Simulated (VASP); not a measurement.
## Ba4Cu3: single point with PBE

Ba4Cu3:

```
Ba Cu
1.0
     6.08565    0.00000    0.00000
     0.00000    6.08565    0.00000
     0.00000    0.00000    6.08565
Ba Cu
4 3
Direct
  0.00000 0.50000 0.50000
  0.50000 0.00000 0.50000
  0.50000 0.50000 0.00000
  0.00000 0.00000 0.00000
  0.50000 0.00000 0.00000
  0.00000 0.50000 0.00000
  0.00000 0.00000 0.50000
```

The cell was built from a structure type or drawn by symmetry, and may not be a known phase.

```
Program             : VASP 6.6.1
Task                : single point
Functional          : PBE
Potentials or basis : VASP PAW PBE potentials, release 64 (Ba_sv, Cu)
Cutoff              : 520 eV
k mesh              : 4 × 4 × 4
Occupations         : gaussian, width 0.1 eV
Spin                : no spin polarisation
```

| Quantity | Value |
| --- | --- |
| Pressure | 7.2 GPa |
| Band gap on the k mesh | zero (an odd number of electrons rules out a gap without spin polarisation) |

Levels at points of the mesh, in eV from the Fermi level:
```tsv
k point	band 33	band 34	band 35	band 36	band 37	band 38	band 39	band 40	band 41	band 42
(0.00, 0.00, 0.00)	-3.06	-3.06	-1.13	0.46	0.46	0.46	1.73	1.73	1.73	2.40
(0.50, 0.00, 0.00)	-2.70	-2.43	-0.65	0.58	0.64	0.64	0.69	0.89	0.99	0.99
(0.50, 0.50, 0.00)	-2.05	-2.05	-1.00	-0.56	-0.26	-0.26	0.63	0.63	0.69	0.72
(0.50, 0.50, 0.50)	-1.58	-1.58	-1.58	-1.04	-1.04	-1.04	0.53	0.53	0.53	0.63
```

It took 6.4 min on 1 thread of Intel Xeon 8259CL, on a shared host, peak memory 0.37 GiB.

Caveat: the cell stands under pressure; spin-orbit coupling is left out, which moves the levels of the heavy elements.
